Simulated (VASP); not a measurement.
# C (P6_3/mmc) in VASP: single point with PBE+D3(BJ)

Aim: the single point of C with PBE+D3(BJ).

Program: VASP 6.6.1. These are calculated values, not measurements. Logs are shortened: lines on timing, memory, paths and dates and some standing lists are left out, and cuts for length are marked.

## 1. The cell of the first run

It takes space group P6_3/mmc (No. 194, hexagonal). Conventional cell: a = 2.465 Å, b = 2.465 Å, c = 20.606 Å, α = 90.00°, β = 90.00°, γ = 120.00°. C (site symmetry 3m) has 3 C at 1.42 Å within 1.9 Å. C (site symmetry 3m) has 3 C at 1.42 Å within 1.9 Å. Within 1.9 Å of C (site symmetry -6m2) lie 3 C at 1.42 Å. C (site symmetry -6m2) has 3 C at 1.42 Å within 1.9 Å.

## 2. Single point, PBE+D3(BJ)

The input, POSCAR:

```
C
1.0
    2.4648840285      0.0000000000      0.0000000000
   -1.2324420143      2.1346521860      0.0000000000
    0.0000000000      0.0000000000     20.6060942844
C
12
Direct
    0.6666666667      0.3333333333      0.9519899859
    0.6666666667      0.3333333333      0.4520101788
    0.6666666667      0.3333333333      0.7793231513
    0.6666666667      0.3333333333      0.2793433441
    0.0000000000      0.0000000000      0.6156666650
    0.3333333333      0.6666666667      0.2793231513
    0.0000000000      0.0000000000      0.1156666650
    0.6666666667      0.3333333333      0.6156666650
    0.3333333333      0.6666666667      0.7793433441
    0.3333333333      0.6666666667      0.1156666650
    0.3333333333      0.6666666667      0.4519899859
    0.3333333333      0.6666666667      0.9520101788
```

The input, INCAR.step1:

```
ALGO     = Normal         # electronic algorithm
EDIFF    = 1E-6           # SCF threshold, eV
ENCUT    = 520            # plane-wave cutoff, eV
GGA      = PE             # functional
ISIF     = 2              # what is computed and relaxed
ISMEAR   = 0              # smearing method
IVDW     = 12             # dispersion correction
LASPH    = True           # aspherical terms in the spheres
LCHARG   = True           # write CHGCAR
LREAL    = False          # projectors in reciprocal space
LWAVE    = False          # write WAVECAR
NBANDS   = 36             # bands
NELM     = 60             # most SCF steps
PREC     = Accurate       # precision mode
SIGMA    = 0.1            # smearing width, eV
```

The input, KPOINTS.step1:

```
k-points
0
Gamma
  18 18 2
```

The input, INCAR.step2:

```
ALGO     = Normal         # electronic algorithm
EDIFF    = 1E-6           # SCF threshold, eV
ENCUT    = 520            # plane-wave cutoff, eV
GGA      = PE             # functional
ICHARG   = 11             # starting density
ISIF     = 2              # what is computed and relaxed
ISMEAR   = -5             # smearing method
IVDW     = 12             # dispersion correction
LASPH    = True           # aspherical terms in the spheres
LCHARG   = False          # write CHGCAR
LORBIT   = 11             # projections on sites
LREAL    = False          # projectors in reciprocal space
LWAVE    = False          # write WAVECAR
NBANDS   = 36             # bands
NEDOS    = 1001           # points of the DOS
NELM     = 60             # most SCF steps
PREC     = Accurate       # precision mode
SIGMA    = 0.1            # smearing width, eV
```

The input, KPOINTS.step2:

```
k-points
0
Gamma
  27 27 3
```

Potentials or basis: VASP PAW PBE potentials, release 64 (C).

Run with:

```console
$ cat potpaw_PBE.64/C/POTCAR > POTCAR
$ cp INCAR.step1 INCAR
$ cp KPOINTS.step1 KPOINTS
$ mpirun -np 1 vasp_std > vasp.out
$ cp INCAR.step2 INCAR
$ cp KPOINTS.step2 KPOINTS
$ mpirun -np 1 vasp_std > vasp.out
```

OUTCAR:

```text
EDIFF = 1E-6
   ENCUT = 520
   GGA = PE
   ICHARG = 11
   ISIF = 2
   ISMEAR = -5
   IVDW = 12
   LASPH = True
   LORBIT = 11
   LREAL = False
   NELM = 60
   PREC = Accurate
 IVDW          = 12

 ion  position               nearest neighbor table
   1  0.667  0.333  0.952-  12 1.42  12 1.42  12 1.42
   2  0.667  0.333  0.452-  11 1.42  11 1.42  11 1.42
   3  0.667  0.333  0.779-   9 1.42   9 1.42   9 1.42
   4  0.667  0.333  0.279-   6 1.42   6 1.42   6 1.42
   5  0.000  0.000  0.616-   8 1.42   8 1.42   8 1.42
   6  0.333  0.667  0.279-   4 1.42   4 1.42   4 1.42
   7  0.000  0.000  0.116-  10 1.42  10 1.42  10 1.42
   8  0.667  0.333  0.616-   5 1.42   5 1.42   5 1.42
   9  0.333  0.667  0.779-   3 1.42   3 1.42   3 1.42
  10  0.333  0.667  0.116-   7 1.42   7 1.42   7 1.42
  11  0.333  0.667  0.452-   2 1.42   2 1.42   2 1.42
  12  0.333  0.667  0.952-   1 1.42   1 1.42   1 1.42

  LATTYP: Found a hexagonal cell.
 ALAT       =     2.4648840285
 C/A-ratio  =     8.3598636066

  Lattice vectors:

 A1 = (   2.4648840285,   0.0000000000,   0.0000000000)
 A2 = (  -1.2324420143,   2.1346521860,   0.0000000000)
 A3 = (   0.0000000000,   0.0000000000,  20.6060942844)

Analysis of symmetry for initial positions (statically):
=====================================================================
 Subroutine PRICEL returns:
 Original cell was already a primitive cell.

 Routine SETGRP: Setting up the symmetry group for a
 hexagonal supercell.

 Subroutine GETGRP returns: Found 24 space group operations
 (whereof  6 operations were pure point group operations)
 out of a pool of 24 trial point group operations.

The static configuration has the point symmetry C_3v.
 The point group associated with its full space group is D_6h.

Analysis of symmetry for dynamics (positions and initial velocities):
=====================================================================
 Subroutine PRICEL returns:
 Original cell was already a primitive cell.

 Routine SETGRP: Setting up the symmetry group for a
 hexagonal supercell.

 Subroutine GETGRP returns: Found 24 space group operations
 (whereof  6 operations were pure point group operations)
 out of a pool of 24 trial point group operations.

The dynamic configuration has the point symmetry C_3v.
 The point group associated with its full space group is D_6h.

 Subroutine INISYM returns: Found 24 space group operations
 (whereof  6 operations are pure point group operations),
 and found     1 'primitive' translations

----------------------------------------------------------------------------------------

                                     Primitive cell

  volume of cell :     108.4225

  direct lattice vectors                    reciprocal lattice vectors
     2.464884029  0.000000000  0.000000000     0.405698600  0.234230196  0.000000000
    -1.232442014  2.134652186  0.000000000     0.000000000  0.468460392  0.000000000
     0.000000000  0.000000000 20.606094284     0.000000000  0.000000000  0.048529332

  length of vectors
     2.464884029  2.464884028 20.606094284     0.468460392  0.468460392  0.048529332

  position of ions in fractional coordinates (direct lattice)
     0.666666667  0.333333333  0.951989986
     0.666666667  0.333333333  0.452010179
     0.666666667  0.333333333  0.779323151
     0.666666667  0.333333333  0.279343344
     0.000000000  0.000000000  0.615666665
     0.333333333  0.666666667  0.279323151
     0.000000000  0.000000000  0.115666665
     0.666666667  0.333333333  0.615666665
     0.333333333  0.666666667  0.779343344
     0.333333333  0.666666667  0.115666665
     0.333333333  0.666666667  0.451989986
     0.333333333  0.666666667  0.952010179

  ion indices of the primitive-cell ions
   primitive index   ion index
                 1           1
                 2           2
                 3           3
                 4           4
[... 28 lines left out ...]
     0.000000000  0.000000000  0.000000000

 TETIRR: Found   1854 inequivalent tetrahedra from    13122

 Subroutine IBZKPT returns following result:
 ===========================================

 Found    150 irreducible k-points:

 Following reciprocal coordinates:
            Coordinates               Weight
  0.000000  0.000000  0.000000      1.000000
  0.037037 -0.000000  0.000000      6.000000
  0.074074 -0.000000  0.000000      6.000000
  0.111111  0.000000  0.000000      6.000000
  0.148148  0.000000  0.000000      6.000000
  0.185185  0.000000  0.000000      6.000000
[... 16 lines left out ...]
  0.333333  0.037037  0.000000     12.000000
  0.370370  0.037037  0.000000     12.000000
 [... further k-points ...]
   k-points           NKPTS =    150   k-points in BZ     NKDIM =    150   number of bands    NBANDS=     36
   number of dos      NEDOS =   1001   number of ions     NIONS =     12
   total plane-waves  NPLWV =  51840
   dimension x,y,z NGX =    18 NGY =   18 NGZ =  160
   dimension x,y,z NGXF=    36 NGYF=   36 NGZF=  320
   ions per type =              12
   NGX,Y,Z   is equivalent  to a cutoff of  12.14, 12.14, 12.91 a.u.
   NGXF,Y,Z  is equivalent  to a cutoff of  24.28, 24.28, 25.82 a.u.
 SYSTEM =  unknown system
   PREC   = accura    normal or accurate (medium, high low for compatibility)
   ISTART =      0    job   : 0-new  1-cont  2-samecut
   ICHARG =     11    charge: 1-file 2-atom 10-const
   ISPIN  =      1    spin polarized calculation?
   LNONCOLLINEAR =      F non collinear calculations
   LSORBIT =      F    spin-orbit coupling
   LASPH  =      T    aspherical Exc in radial PAW
   ENCUT  =  520.0 eV  38.22 Ry    6.18 a.u.   4.58  4.58 38.31*2*pi/ulx,y,z
   NELM   =     60;   NELMIN=  2; NELMDL=  0     # of ELM steps
   EDIFF  = 0.1E-05   stopping-criterion for ELM
   LREAL  =      F    real-space projection
   EDIFFG = 0.1E-04   stopping-criterion for IOM
   NSW    =      0    number of steps for IOM
   IBRION =     -1    ionic relax: 0-MD 1-quasi-New 2-CG
   NFREE  =      0    steps in history (QN), initial steepest desc. (CG)
   ISIF   =      2    stress and relaxation
   ISYM   =      2    0-nonsym 1-usesym 2-fastsym
   POTIM  = 0.5000    time-step for ionic-motion
   TEBEG  =    0.0;   TEEND  =   0.0 temperature during run
   PSTRESS=    0.0 pullay stress
   NELECT =      48.0000    total number of electrons
   NUPDOWN=      -1.0000    fix difference up-down
   EMIN   =  10.00;   EMAX   =-10.00  energy-range for DOS
   EFERMI =   0.00;   METHOD = LEGACY
   ISMEAR =    -5;   SIGMA  =   0.10  broadening in eV -4-tet -1-fermi 0-gaus
   EFERMI_NEDOS =   21; number of points for ismear=-14 and -15
   IALGO  =     38    algorithm
   IMIX   =      4    mixing-type and parameters
     AMIX     =   0.40;   BMIX     =  1.00
     AMIX_MAG =   1.60;   BMIX_MAG =  1.00
  volume/ion in A,a.u.               =       9.04        60.97
  Fermi-wavevector in a.u.,A,eV,Ry     =   1.247715  2.357840 21.181459  1.556793
  Thomas-Fermi vector in A             =   2.381835
   LORBIT       =     11    0 simple, 1 ext, 2 COOP (PROOUT), +10 PAW based schemes
   GGA     = PE    functional components
   LHFCALC =     F    Hartree Fock is set to
   AEXX    =    0.0000 exact exchange contribution
   IVDW    =    12    specifies the selected vdW correction
   LEPSILON=     F    determine dielectric tensor
   LRPA    =     F    only Hartree local field effects (RPA)
 non-spin polarized calculation
 Fermi weights with tetrahedron method with Bloechl corrections
  energy-cutoff  :      520.00
  volume of cell :      108.42
 maximum number of plane-waves:      2966

 number of electron      47.9999985 magnetization

 Free energy of the ion-electron system (eV)
  ---------------------------------------------------
  ext. energy  EPLUGINS =         0.00000000
  ---------------------------------------------------
  free energy    TOTEN  =      -110.55063157 eV

  energy without entropy =     -110.55063157  energy(sigma->0) =     -110.55063157

 E-fermi :   4.4749     XC(G=0): -10.1559

 val. band max:        4.4749679913   @ k =   0.3333   0.3333   0.3333
 cond. band min:       4.4745450313   @ k =   0.3333   0.3333   0.0000
 fundamental gap:     -0.0004229600
 Fermi energy:         4.4749124252

 k-point     1 :       0.0000    0.0000    0.0000
  band No.  band energies     occupation
      1     -15.1549      2.00000
      2     -15.1097      2.00000
      3     -15.0775      2.00000
      4     -14.9834      2.00000
      5     -14.9477      2.00000
      6     -14.8986      2.00000
[... 925 lines left out ...]
     35      12.2535      0.00000
     36      12.3301      0.00000

 [... further k-points ...]

------------------------ aborting loop because EDIFF is reached ----------------------------------------

 Edisp (eV)   -1.82530

 E8    (eV) :    -0.5157

  FORCE on cell =-STRESS in cart. coord.  units (eV):
  Direction    XX          YY          ZZ          XY          YZ          ZX
  --------------------------------------------------------------------------------------
  -------------------------------------------------------------------------------------
  Total       0.45963     0.45963    -0.01743    -0.00000    -0.00000     0.00000
  in kB       6.79200     6.79200    -0.25756    -0.00000    -0.00000     0.00000
  external pressure =        4.44 kB  Pullay stress =        0.00 kB

 VOLUME and BASIS-vectors are now :
 -----------------------------------------------------------------------------
  energy-cutoff  :      520.00
  volume of cell :      108.42
      direct lattice vectors                 reciprocal lattice vectors
     2.464884029  0.000000000  0.000000000     0.405698600  0.234230196  0.000000000
    -1.232442014  2.134652186  0.000000000     0.000000000  0.468460392  0.000000000
     0.000000000  0.000000000 20.606094284     0.000000000  0.000000000  0.048529332

 POSITION                                       TOTAL-FORCE (eV/Angst)
 -----------------------------------------------------------------------------------
      1.23244      0.71155     19.61680        -0.000000      0.000000      0.002252
      1.23244      0.71155      9.31416        -0.000000     -0.000000      0.001249
      1.23244      0.71155     16.05881        -0.000000     -0.000000     -0.001249
      1.23244      0.71155      5.75618        -0.000000      0.000000     -0.002252
      0.00000      0.00000     12.68649         0.000000     -0.000000      0.000000
     -0.00000      1.42310      5.75576         0.000000     -0.000000     -0.001249
      0.00000      0.00000      2.38344        -0.000000     -0.000000      0.000000
      1.23244      0.71155     12.68649         0.000000     -0.000000      0.000000
     -0.00000      1.42310     16.05922         0.000000     -0.000000     -0.002252
     -0.00000      1.42310      2.38344        -0.000000     -0.000000      0.000000
     -0.00000      1.42310      9.31375         0.000000     -0.000000      0.002252
     -0.00000      1.42310     19.61721         0.000000     -0.000000      0.001249
 -----------------------------------------------------------------------------------
    total drift:                                0.000000      0.000000     -0.000111

  FREE ENERGIE OF THE ION-ELECTRON SYSTEM (eV)
  ---------------------------------------------------
  free  energy   TOTEN  =      -112.3759306828 eV

  energy  without entropy=     -112.3759306828  energy(sigma->0) =     -112.37593068

 total charge

# of ion       s       p       d       tot
------------------------------------------
    1        0.863   1.789   0.000   2.652
    2        0.863   1.787   0.000   2.651
    3        0.863   1.787   0.000   2.651
    4        0.863   1.789   0.000   2.652
    5        0.863   1.790   0.000   2.653
    6        0.863   1.787   0.000   2.651
    7        0.863   1.790   0.000   2.653
    8        0.864   1.786   0.000   2.650
    9        0.863   1.789   0.000   2.652
   10        0.864   1.786   0.000   2.650
   11        0.863   1.789   0.000   2.652
   12        0.863   1.787   0.000   2.651
--------------------------------------------------
tot         10.359  21.459   0.000  31.818
```

Run time: 5.4 min. Hardware: 1 thread of Intel Xeon 6975P-C (Granite Rapids), shared host; peak memory 0.47 GiB.

Results:

```
Valence electrons inside the program's atomic spheres : C 2.65
Dispersion energy per atom                            : -0.152 eV
```

Caveat: tetrahedron occupations give inexact forces and stress in metals.
